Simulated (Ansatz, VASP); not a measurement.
# GdO4: VASP beside Ansatz

```xyz
5
Lattice="2.1529 1.2430 3.4872 -2.1529 1.2430 3.4872 0.0000 -2.4860 3.4872" Properties=species:S:1:pos:R:3 pbc="T T T"
Gd    0.0000    0.0000    0.0000
O     0.0000    0.0000    3.8686
O     0.0000    0.0000    6.5930
O     0.0000    0.0000    7.9934
O     0.0000    0.0000    2.4682
```

Alike in both runs: functional PBE; k mesh 6 × 6 × 6; occupations gaussian, width 0.1 eV; collinear spin.

Ansatz relaxed the structure, and its values are those at the end. VASP's run is a single point on that final structure, the one shown.

|  | VASP | Ansatz |
| --- | --- | --- |
| version | VASP 6.6.1 | Ansatz 0.2.0 |
| potentials or method | VASP PAW PBE potentials, release 64 (Gd, O), cutoff 520 eV | scalar-relativistic, plane waves, PAW |
| valence electrons in the cell | 42 | 42 |

```csv
,VASP,Ansatz,Ansatz less VASP
gap on the k mesh at the Fermi level (eV),none,none,-
pressure (GPa),0.6,-0.1,-0.72
rms of the force components (eV/Å),0.166,0.001,-0.1644
net moment per atom (μB),1.20,1.20,0.000
size of the moment on the site where the two differ most (μB),6.74,6.81,+0.076
```

Site moments also hang on the region over which each program counts them. A gap of «none» marks a metal or a gap that the smearing closes.

Neither program's run includes spin-orbit coupling.
